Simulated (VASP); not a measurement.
# TiAl3 (Pm-3m) in VASP: a series of runs

The runs below take TiAl3 through vibrations by perturbation theory, elastic constants, with PBE.

Everything below comes from runs of VASP 6.6.1. Logs are shortened: lines on timing, memory, paths and dates and some standing lists are left out, and cuts for length are marked.

## (1) The cell of the first run

The structure is cubic, space group Pm-3m (No. 221). Conventional cell: a = 3.905 Å, b = 3.905 Å, c = 3.905 Å, α = 90.00°, β = 90.00°, γ = 90.00°. Within 3.6 Å of Ti (site symmetry m-3m) lie 12 Al at 2.76 Å. Al (site symmetry 4/mmm) has 4 Ti at 2.76 Å and 8 Al at 2.76 Å within 3.6 Å.

## (2) Vibrations by perturbation theory, PBE

INCAR reads:

```
PREC = Accurate
ENCUT = 520
EDIFF = 1E-8
ISMEAR = -1
SIGMA = 0.15
LREAL = F
LASPH = T
NELM = 100
ALGO = Normal
ISIF = 2
LWAVE = F
LCHARG = T
GGA = PE
IBRION = 8
NSW = 1
```

KPOINTS reads:

```
Automatic mesh
0
Gamma
  12 12 12
```

POSCAR reads:

```
TiAl3
1.0
    3.9047902662      0.0000000000      0.0000000000
    0.0000000000      3.9047902662      0.0000000000
    0.0000000000      0.0000000000      3.9047902662
Ti Al
1 3
Direct
    0.0000000000      0.0000000000      0.0000000000
    0.5000000000      0.5000000000      0.0000000000
    0.5000000000      0.0000000000      0.5000000000
    0.0000000000      0.5000000000      0.5000000000
```

Potentials or basis: VASP PAW PBE potentials, release 64 (Ti_sv, Al).

Started as:

```
> cat potpaw_PBE.64/Ti_sv/POTCAR potpaw_PBE.64/Al/POTCAR > POTCAR
> mpirun -np 1 vasp_std > vasp.out
```

OUTCAR:

```text
PREC = Accurate
   ENCUT = 520
   EDIFF = 1E-8
   ISMEAR = -1
   LREAL = F
   LASPH = T
   NELM = 100
   ISIF = 2
   GGA = PE
   IBRION = 8
   NSW = 1

 ion  position               nearest neighbor table
   1  0.000  0.000  0.000-   2 2.76   3 2.76   4 2.76   3 2.76   4 2.76   2 2.76   4 2.76   4 2.76
                             2 2.76   3 2.76   3 2.76   2 2.76
   2  0.500  0.500  0.000-   1 2.76   3 2.76   4 2.76   3 2.76   4 2.76   1 2.76   3 2.76   3 2.76
                             1 2.76   4 2.76   4 2.76   1 2.76
   3  0.500  0.000  0.500-   1 2.76   2 2.76   4 2.76   1 2.76   2 2.76   2 2.76   4 2.76   2 2.76
                             1 2.76   4 2.76   1 2.76   4 2.76
   4  0.000  0.500  0.500-   1 2.76   2 2.76   3 2.76   1 2.76   2 2.76   1 2.76   3 2.76   1 2.76
                             2 2.76   3 2.76   2 2.76   3 2.76

  LATTYP: Found a simple cubic cell.
 ALAT       =     3.9047902662

  Lattice vectors:

 A1 = (   3.9047902662,   0.0000000000,   0.0000000000)
 A2 = (   0.0000000000,   3.9047902662,   0.0000000000)
 A3 = (   0.0000000000,   0.0000000000,   3.9047902662)

Analysis of symmetry for initial positions (statically):
=====================================================================
 Subroutine PRICEL returns:
 Original cell was already a primitive cell.

 Routine SETGRP: Setting up the symmetry group for a
 simple cubic supercell.

 Subroutine GETGRP returns: Found 48 space group operations
 (whereof 48 operations were pure point group operations)
 out of a pool of 48 trial point group operations.

The static configuration has the point symmetry O_h .

Analysis of symmetry for dynamics (positions and initial velocities):
=====================================================================
 Subroutine PRICEL returns:
 Original cell was already a primitive cell.

 Routine SETGRP: Setting up the symmetry group for a
 simple cubic supercell.

 Subroutine GETGRP returns: Found 48 space group operations
 (whereof 48 operations were pure point group operations)
 out of a pool of 48 trial point group operations.

The dynamic configuration has the point symmetry O_h .

 Subroutine INISYM returns: Found 48 space group operations
 (whereof 48 operations are pure point group operations),
 and found     1 'primitive' translations

----------------------------------------------------------------------------------------

                                     Primitive cell

  volume of cell :      59.5378

  direct lattice vectors                    reciprocal lattice vectors
     3.904790266  0.000000000  0.000000000     0.256095701  0.000000000  0.000000000
     0.000000000  3.904790266  0.000000000     0.000000000  0.256095701  0.000000000
     0.000000000  0.000000000  3.904790266     0.000000000  0.000000000  0.256095701

  length of vectors
     3.904790266  3.904790266  3.904790266     0.256095701  0.256095701  0.256095701

  position of ions in fractional coordinates (direct lattice)
     0.000000000  0.000000000  0.000000000
     0.500000000  0.500000000  0.000000000
     0.500000000  0.000000000  0.500000000
     0.000000000  0.500000000  0.500000000

  ion indices of the primitive-cell ions
   primitive index   ion index
                 1           1
                 2           2
                 3           3
[... 145 lines left out ...]
     14      10.2441      0.01749
[... 377 lines left out ...]
      1     -47.3040      2.00000
      2     -23.6420      2.00000
      3     -23.6372      2.00000
      4     -23.6187      2.00000
      5       1.0752      2.00000
      6       2.8898      2.00000
      7       4.1271      2.00000
      8       5.8353      2.00000
      9       7.8412      1.99997
     10       8.4627      1.99842
     11       9.8469      0.22162
     12      10.4743      0.00380
     13      10.6767      0.00099
     14      11.4082      0.00001

 [... further k-points ...]

------------------------ aborting loop because EDIFF is reached ----------------------------------------

  FORCE on cell =-STRESS in cart. coord.  units (eV):
  Direction    XX          YY          ZZ          XY          YZ          ZX
  --------------------------------------------------------------------------------------
  -------------------------------------------------------------------------------------
  Total        2.5976673      2.5976673      2.5976673     -0.0000000      0.0000000      0.0000000
  in kB       69.9038309     69.9038309     69.9038309     -0.0000000      0.0000000      0.0000000
  external PRESSURE =      69.9038309 kB  Pullay stress =       0.0000000 kB

 VOLUME and BASIS-vectors are now :
 -----------------------------------------------------------------------------
  energy-cutoff  :      520.00
  volume of cell :       59.54
      direct lattice vectors                 reciprocal lattice vectors
     3.904790266  0.000000000  0.000000000     0.256095701  0.000000000  0.000000000
     0.000000000  3.904790266  0.000000000     0.000000000  0.256095701  0.000000000
     0.000000000  0.000000000  3.904790266     0.000000000  0.000000000  0.256095701

 POSITION                                       TOTAL-FORCE (eV/Angst)
 -----------------------------------------------------------------------------------
      0.00000      0.00000      0.00000         0.000000      0.000000      0.000000
      1.95240      1.95240      0.00000         0.000000      0.000000      0.000000
      1.95240      0.00000      1.95240         0.000000      0.000000      0.000000
      0.00000      1.95240      1.95240         0.000000      0.000000      0.000000
 -----------------------------------------------------------------------------------
    total drift:                               -0.000000     -0.000000      0.000000

  FREE ENERGIE OF THE ION-ELECTRON SYSTEM (eV)
  ---------------------------------------------------
  free  energy   TOTEN  =       -20.5569322925 eV

  energy  without entropy=      -20.4026894910  energy(sigma->0) =      -20.47981089

[... ionic steps 2 to 3 ...]

--------------------------------------- Ionic step        4  -------------------------------------------

------------------------ aborting loop because EDIFF is reached ----------------------------------------
[... 7 lines left out ...]
[... ionic steps 8 to 8 ...]

--------------------------------------- Ionic step        9  -------------------------------------------

 Free energy of the ion-electron system (eV)
  ---------------------------------------------------
  ---------------------------------------------------
  free energy    TOTEN  =        -0.00761587 eV

  energy without entropy =       -0.00761587

------------------------ aborting loop because EDIFF is reached ----------------------------------------

 INTERNAL STRAIN TENSOR  FOR ION    2  DIRECTION 3   (eV/Angst):
 -----------------------------------------------------------------------------
    -0.01104  0.00000  0.00000
     0.00000 -0.01104 -0.00000
     0.00000 -0.00000  0.01784

 INTERNAL STRAIN TENSOR FOR ION    4 for displacements in x,y,z  (eV/Angst):
          X           Y           Z          XY          YZ          ZX
  --------------------------------------------------------------------------------
  x     0.00000     0.00000     0.00000     0.00000     0.00000     0.00000
  y     0.00000     0.00000     0.00000     0.00000     0.00000     0.00000
  z     0.00000     0.00000     0.00000     0.00000     0.00000     0.00000

 SECOND DERIVATIVES (NOT SYMMETRIZED)
 ------------------------------------
               1X          1Y          1Z          2X          2Y          2Z          3X          3Y          3Z          4X          4Y          4Z
  1X   -10.534311    0.000000   -0.000000    4.779257    0.000000    0.000000    4.779257   -0.000000    0.000000    0.975797   -0.000000    0.000000
  1Y     0.000000  -10.534311    0.000000   -0.000000    4.779257    0.000000    0.000000    0.975797   -0.000000    0.000000    4.779257    0.000000
  1Z     0.000000    0.000000  -10.534311    0.000000    0.000000    0.975797   -0.000000   -0.000000    4.779257   -0.000000   -0.000000    4.779257
  2X     4.780916    0.000000    0.000000   -8.447722    0.000000    0.000000    0.316988    0.000000    0.000000    3.349818    0.000000    0.000000
  2Y     0.000000    4.780916    0.000000    0.000000   -8.447722    0.000000    0.000000    3.349818    0.000000    0.000000    0.316988    0.000000
  2Z     0.000000    0.000000    0.979255   -0.000000   -0.000000   -7.675993   -0.000000    0.000000    3.348369   -0.000000   -0.000000    3.348369
  3X     4.780916    0.000000    0.000000    0.316988    0.000000    0.000000   -8.447722    0.000000    0.000000    3.349818    0.000000    0.000000
  3Y    -0.000000    0.979255   -0.000000   -0.000000    3.348369    0.000000   -0.000000   -7.675993    0.000000    0.000000    3.348369    0.000000
  3Z     0.000000    0.000000    4.780916    0.000000    0.000000    3.349818    0.000000    0.000000   -8.447722    0.000000    0.000000    0.316988
  4X     0.979255   -0.000000   -0.000000    3.348369   -0.000000    0.000000    3.348369   -0.000000   -0.000000   -7.675993    0.000000    0.000000
  4Y     0.000000    4.780916    0.000000    0.000000    0.316988    0.000000    0.000000    3.349818    0.000000    0.000000   -8.447722    0.000000
  4Z     0.000000    0.000000    4.780916    0.000000    0.000000    3.349818    0.000000    0.000000    0.316988    0.000000    0.000000   -8.447722

 Eigenvectors and eigenvalues of the dynamical matrix
 ----------------------------------------------------

   1 f  =   11.316474 THz    71.103505 2PiTHz  377.476951 cm-1    46.801156 meV
             X         Y         Z           dx          dy          dz
      0.000000  0.000000  0.000000    -0.097743    0.409629    0.006169
      1.952395  1.952395  0.000000     0.123676   -0.518309    0.007390
      1.952395  0.000000  1.952395     0.123676    0.490759   -0.007805
      0.000000  1.952395  1.952395    -0.117102   -0.518309   -0.007805
[... 71 lines left out ...]
  12 f/i=    0.001438 THz     0.009033 2PiTHz    0.047956 cm-1     0.005946 meV
             X         Y         Z           dx          dy          dz
      0.000000  0.000000  0.000000    -0.142873    0.507105    0.307008
      1.952395  1.952395  0.000000    -0.107217    0.380549    0.230390
      1.952395  0.000000  1.952395    -0.107217    0.380550    0.230389
      0.000000  1.952395  1.952395    -0.107217    0.380549    0.230389

--------------------------------------------------------------------------------------------------------

 ELASTIC MODULI CONTR FROM IONIC RELAXATION (kBar)
 Direction    XX          YY          ZZ          XY          YZ          ZX
 --------------------------------------------------------------------------------
 XX           0.0000      0.0000      0.0000      0.0000      0.0000      0.0000
 YY           0.0000      0.0000      0.0000      0.0000      0.0000      0.0000
 ZZ           0.0000      0.0000      0.0000      0.0000      0.0000      0.0000
 XY           0.0000      0.0000      0.0000      0.0000      0.0000      0.0000
 YZ           0.0000      0.0000      0.0000      0.0000      0.0000      0.0000
 ZX           0.0000      0.0000      0.0000      0.0000      0.0000      0.0000
 --------------------------------------------------------------------------------
```

Run time: 9.9 min. Hardware: 1 thread of AMD EPYC 9R45 (Zen 5), shared host; peak memory 0.64 GiB.

What came out:

- Highest phonon frequency at Γ: 377 cm⁻¹

Phonon frequencies in cm⁻¹ (negative: imaginary):
```
              q point                                frequencies
(0.000, 0.000, 0.000)  0 0 0 277 277 277 297 297 297 377 377 377
```

Caveat: the cell stands under pressure or tension, which shifts response properties.

[end of part 1 of 2]
